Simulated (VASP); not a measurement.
# BN (R3m) in VASP: notebook

The runs below take BN through single point, with PBEsol.

All numbers are computed with VASP 6.6.1; they aren't measurements. Logs are shortened: lines on timing, memory, paths and dates and some standing lists are left out, and cuts for length are marked.

**1. The cell of the first run**

It takes space group R3m (No. 160, trigonal). Conventional cell: a = 2.502 Å, b = 2.502 Å, c = 10.119 Å, α = 90.00°, β = 90.00°, γ = 120.00°. B (site symmetry 3m) has 3 N at 1.44 Å within 1.9 Å. N (site symmetry 3m) has 3 B at 1.44 Å within 1.9 Å.

**2. Single point, PBEsol**

Input file INCAR:

```
SYSTEM = BN
PREC = Accurate
ENCUT = 520
EDIFF = 1E-6
ISMEAR = 0
SIGMA = 0.01
LREAL = .FALSE.
LASPH = .TRUE.
NELM = 80
ALGO = Normal
ISIF = 2
LWAVE = .FALSE.
LCHARG = .FALSE.
GGA = PS
NBANDS = 11
```

Input file KPOINTS:

```
regular mesh
0
G
  10 10 10
  0 0 0
```

Input file POSCAR:

```
BN
1.0
    1.2511217800      0.7223355000      3.3729344000
   -1.2511217800      0.7223355000      3.3729344000
    0.0000000000     -1.4446710000      3.3729344000
B N
1 1
Direct
    0.9996712000      0.9996712000      0.9996712000
    0.3327618000      0.3327618000      0.3327618000
```

Potentials or basis: VASP PAW PBE potentials, release 64 (B, N).

Launch:

```bash
> cat potpaw_PBE.64/B/POTCAR potpaw_PBE.64/N/POTCAR > POTCAR
> mpirun -np 1 vasp_std > vasp.out
```

OUTCAR:

```text
SYSTEM = BN
   PREC = Accurate
   ENCUT = 520
   EDIFF = 1E-6
   ISMEAR = 0
   LREAL = .FALSE.
   LASPH = .TRUE.
   NELM = 80
   ISIF = 2
   GGA = PS

 ion  position               nearest neighbor table
   1  1.000  1.000  1.000-   2 1.44   2 1.44   2 1.44
   2  0.333  0.333  0.333-   1 1.44   1 1.44   1 1.44

  LATTYP: Found a trigonal (rhomboedric) cell.
 ALAT       =     3.6692997629
 COS(alpha) =     0.7674786788

  Lattice vectors:

 A1 = (   1.2511217800,   0.7223355000,   3.3729344000)
 A2 = (  -1.2511217800,   0.7223355000,   3.3729344000)
 A3 = (   0.0000000000,  -1.4446710000,   3.3729344000)

Analysis of symmetry for initial positions (statically):
=====================================================================
 Subroutine PRICEL returns:
 Original cell was already a primitive cell.

 Routine SETGRP: Setting up the symmetry group for a
 trigonal (rhombohedral) supercell.

 Subroutine GETGRP returns: Found  6 space group operations
 (whereof  6 operations were pure point group operations)
 out of a pool of 12 trial point group operations.

The static configuration has the point symmetry C_3v.

Analysis of symmetry for dynamics (positions and initial velocities):
=====================================================================
 Subroutine PRICEL returns:
 Original cell was already a primitive cell.

 Routine SETGRP: Setting up the symmetry group for a
 trigonal (rhombohedral) supercell.

 Subroutine GETGRP returns: Found  6 space group operations
 (whereof  6 operations were pure point group operations)
 out of a pool of 12 trial point group operations.

The dynamic configuration has the point symmetry C_3v.

 Subroutine INISYM returns: Found  6 space group operations
 (whereof  6 operations are pure point group operations),
 and found     1 'primitive' translations

----------------------------------------------------------------------------------------

                                     Primitive cell

  volume of cell :      18.2893

  direct lattice vectors                    reciprocal lattice vectors
     1.251121780  0.722335500  3.372934400     0.399641352  0.230733041  0.098825916
    -1.251121780  0.722335500  3.372934400    -0.399641352  0.230733041  0.098825916
     0.000000000 -1.444671000  3.372934400     0.000000000 -0.461466082  0.098825916

  length of vectors
     3.669299763  3.669299763  3.669299765     0.471929559  0.471929559  0.471929557

  position of ions in fractional coordinates (direct lattice)
     0.999671200  0.999671200  0.999671200
     0.332761800  0.332761800  0.332761800

  ion indices of the primitive-cell ions
   primitive index   ion index
                 1           1
                 2           2

----------------------------------------------------------------------------------------

 KPOINTS: regular mesh

Automatic generation of k-mesh.
 Grid dimensions read from file:
 generate k-points for:   10   10   10

 Generating k-lattice:

  Cartesian coordinates                     Fractional coordinates (reciprocal lattice)
     0.039964135  0.023073304  0.009882592     0.100000000 -0.000000000  0.000000000
    -0.039964135  0.023073304  0.009882592    -0.000000000  0.100000000  0.000000000
     0.000000000 -0.046146608  0.009882592     0.000000000  0.000000000  0.100000000

  Length of vectors
     0.047192956  0.047192956  0.047192956

  Shift w.r.t. Gamma in fractional coordinates (k-lattice)
     0.000000000  0.000000000  0.000000000

 Subroutine IBZKPT returns following result:
 ===========================================

 Found    116 irreducible k-points:

 Following reciprocal coordinates:
            Coordinates               Weight
  0.000000  0.000000  0.000000      1.000000
  0.100000  0.000000  0.000000      6.000000
  0.200000  0.000000  0.000000      6.000000
  0.300000  0.000000  0.000000      6.000000
  0.400000  0.000000  0.000000      6.000000
  0.500000  0.000000  0.000000      3.000000
[... 16 lines left out ...]
  0.300000  0.300000  0.000000      6.000000
  0.400000  0.300000 -0.000000     12.000000
 [... further k-points ...]
   k-points           NKPTS =    116   k-points in BZ     NKDIM =    116   number of bands    NBANDS=     11
   number of dos      NEDOS =    301   number of ions     NIONS =      2
   total plane-waves  NPLWV =  21952
   dimension x,y,z NGX =    28 NGY =   28 NGZ =   28
   dimension x,y,z NGXF=    56 NGYF=   56 NGZF=   56
   ions per type =               1   1
   NGX,Y,Z   is equivalent  to a cutoff of  12.69, 12.69, 12.69 a.u.
   NGXF,Y,Z  is equivalent  to a cutoff of  25.37, 25.37, 25.37 a.u.
 SYSTEM =  BN
   PREC   = accura    normal or accurate (medium, high low for compatibility)
   ISTART =      0    job   : 0-new  1-cont  2-samecut
   ICHARG =      2    charge: 1-file 2-atom 10-const
   ISPIN  =      1    spin polarized calculation?
   LNONCOLLINEAR =      F non collinear calculations
   LSORBIT =      F    spin-orbit coupling
   LASPH  =      T    aspherical Exc in radial PAW
   ENCUT  =  520.0 eV  38.22 Ry    6.18 a.u.   6.82  6.82  6.82*2*pi/ulx,y,z
   NELM   =     80;   NELMIN=  2; NELMDL= -5     # of ELM steps
   EDIFF  = 0.1E-05   stopping-criterion for ELM
   LREAL  =      F    real-space projection
   EDIFFG = 0.1E-04   stopping-criterion for IOM
   NSW    =      0    number of steps for IOM
   IBRION =     -1    ionic relax: 0-MD 1-quasi-New 2-CG
   NFREE  =      0    steps in history (QN), initial steepest desc. (CG)
   ISIF   =      2    stress and relaxation
   ISYM   =      2    0-nonsym 1-usesym 2-fastsym
   POTIM  = 0.5000    time-step for ionic-motion
   TEBEG  =    0.0;   TEEND  =   0.0 temperature during run
   PSTRESS=    0.0 pullay stress
   NELECT =       8.0000    total number of electrons
   NUPDOWN=      -1.0000    fix difference up-down
   EMIN   =  10.00;   EMAX   =-10.00  energy-range for DOS
   EFERMI =   0.00;   METHOD = LEGACY
   ISMEAR =     0;   SIGMA  =   0.01  broadening in eV -4-tet -1-fermi 0-gaus
   EFERMI_NEDOS =   21; number of points for ismear=-14 and -15
   IALGO  =     38    algorithm
   IMIX   =      4    mixing-type and parameters
     AMIX     =   0.40;   BMIX     =  1.00
     AMIX_MAG =   1.60;   BMIX_MAG =  1.00
  volume/ion in A,a.u.               =       9.14        61.71
  Fermi-wavevector in a.u.,A,eV,Ry     =   1.242717  2.348395 21.012099  1.544346
  Thomas-Fermi vector in A             =   2.377059
   LORBIT       =      0    0 simple, 1 ext, 2 COOP (PROOUT), +10 PAW based schemes
   GGA     = PS    functional components
   LHFCALC =     F    Hartree Fock is set to
   AEXX    =    0.0000 exact exchange contribution
   IVDW    =     0    specifies the selected vdW correction
   LEPSILON=     F    determine dielectric tensor
   LRPA    =     F    only Hartree local field effects (RPA)
 non-spin polarized calculation
 Gauss-broadening in eV      SIGMA  =   0.01
  energy-cutoff  :      520.00
  volume of cell :       18.29
 maximum number of plane-waves:       517
   NGX = 13   NGY = 13   NGZ = 13

 number of electron       8.0000000 magnetization

 Free energy of the ion-electron system (eV)
  ---------------------------------------------------
  ext. energy  EPLUGINS =         0.00000000
  ---------------------------------------------------
  free energy    TOTEN  =       -18.28456277 eV

  energy without entropy =      -18.28456277  energy(sigma->0) =      -18.28456277

 E-fermi :   2.2444     XC(G=0): -10.2083

 val. band max:        2.0847669401   @ k =  -0.3000   0.3000   0.0000
 cond. band min:       6.2265981016   @ k =   0.5000   0.5000   0.0000
 fundamental gap:      4.1418311615
 Fermi energy:         2.2444352484

 k-point     1 :       0.0000    0.0000    0.0000
  band No.  band energies     occupation
      1     -15.6882      2.00000
      2      -2.1553      2.00000
      3       0.7879      2.00000
      4       0.7879      2.00000
      5       7.0182      0.00000
      6      13.6899      0.00000
      7      13.6899      0.00000
      8      15.1653      0.00000
      9      16.7696      0.00000
     10      27.7331      0.00000
     11      29.7588      0.00000

 k-point     2 :       0.1000    0.0000    0.0000
  band No.  band energies     occupation
      1     -15.4890      2.00000
      2      -1.9410      2.00000
      3      -0.0147      2.00000
      4       0.4237      2.00000
      5       7.4181      0.00000
      6      13.5808      0.00000
      7      14.4946      0.00000
      8      14.5372      0.00000
      9      17.3855      0.00000
     10      27.2621      0.00000
     11      28.3145      0.00000

 k-point     3 :       0.2000    0.0000    0.0000
  band No.  band energies     occupation
      1     -14.9083      2.00000
      2      -1.9207      2.00000
      3      -1.2996      2.00000
      4      -0.3955      2.00000
      5       8.4338      0.00000
      6      12.7557      0.00000
      7      13.4299      0.00000
      8      16.7581      0.00000
      9      18.7264      0.00000
     10      24.0758      0.00000
     11      26.7282      0.00000

 k-point     4 :       0.3000    0.0000    0.0000
  band No.  band energies     occupation
      1     -14.0117      2.00000
      2      -4.1246      2.00000
      3      -1.2292      2.00000
      4      -0.3151      2.00000
      5       9.5185      0.00000
      6      10.8962      0.00000
      7      13.3890      0.00000
      8      19.5302      0.00000
      9      19.7260      0.00000
     10      22.1981      0.00000
     11      25.0549      0.00000
[... 239 lines left out ...]
 k-point    22 :      -0.2000    0.2000    0.0000
  band No.  band energies     occupation
      1     -13.5342      2.00000
      2      -4.4183      2.00000
      3      -2.6172      2.00000
      4       0.4592      2.00000
      5       9.4616      0.00000
      6      10.5608      0.00000
      7      15.2484      0.00000
      8      17.3173      0.00000
      9      18.4049      0.00000
     10      23.1904      0.00000
     11      25.6258      0.00000

 k-point    23 :       0.3000    0.3000    0.0000
  band No.  band energies     occupation
      1     -13.9591      2.00000
      2      -4.0546      2.00000
      3      -1.2694      2.00000
      4      -0.7893      2.00000
      5       9.3298      0.00000
      6      11.4405      0.00000
      7      13.5413      0.00000
      8      19.6581      0.00000
      9      20.2114      0.00000
     10      21.7160      0.00000
     11      27.7541      0.00000

 k-point    24 :       0.4000    0.3000   -0.0000
  band No.  band energies     occupation
      1     -13.3170      2.00000
      2      -5.0319      2.00000
      3      -2.1415      2.00000
      4      -0.1172      2.00000
      5       8.3553      0.00000
      6      12.3151      0.00000
      7      14.3189      0.00000
      8      19.2690      0.00000
      9      20.1109      0.00000
     10      22.7008      0.00000
     11      26.5985      0.00000

 [... further k-points ...]
[... 5 lines left out ...]
  --------------------------------------------------------------------------------------
  -------------------------------------------------------------------------------------
  Total        0.1567763      0.1567763      0.0383104      0.0000000      0.0000000      0.0000000
  in kB       13.7338847     13.7338849      3.3560572      0.0000000      0.0000000      0.0000000
  external PRESSURE =      10.2746089 kB  Pullay stress =       0.0000000 kB

 VOLUME and BASIS-vectors are now :
 -----------------------------------------------------------------------------
  energy-cutoff  :      520.00
  volume of cell :       18.29
      direct lattice vectors                 reciprocal lattice vectors
     1.251121780  0.722335500  3.372934400     0.399641352  0.230733041  0.098825916
    -1.251121780  0.722335500  3.372934400    -0.399641352  0.230733041  0.098825916
     0.000000000 -1.444671000  3.372934400     0.000000000 -0.461466082  0.098825916

 POSITION                                       TOTAL-FORCE (eV/Angst)
 -----------------------------------------------------------------------------------
      0.00000      0.00000     10.11548         0.000000      0.000000     -0.002696
      0.00000      0.00000      3.36715         0.000000      0.000000      0.002696
 -----------------------------------------------------------------------------------
    total drift:                               -0.000000     -0.000000      0.000011

  FREE ENERGIE OF THE ION-ELECTRON SYSTEM (eV)
  ---------------------------------------------------
  free  energy   TOTEN  =       -18.2845627677 eV

  energy  without entropy=      -18.2845627677  energy(sigma->0) =      -18.28456277
```

It took 43 s on 1 thread of AMD EPYC 7R43 (Zen 3), shared host; peak memory 0.12 GiB.

What came out:

```
Free energy            : -18.2846 eV
Pressure               : 1.0 GPa
Band gap on the k mesh : 4.14 eV, indirect (least direct gap 4.83 eV)
```

Forces in eV/Å, atoms in the order of the input:
```
B    0.000  0.000 -0.003
N    0.000  0.000  0.003
```

Stress tensor (GPa, compression positive):
```
1.37 0.00 0.00
0.00 1.37 0.00
0.00 0.00 0.34
```

Caveat: the PAW data sets were made with another functional, which shifts forces and pressure a little.

(Continued in part 2 of 2.)
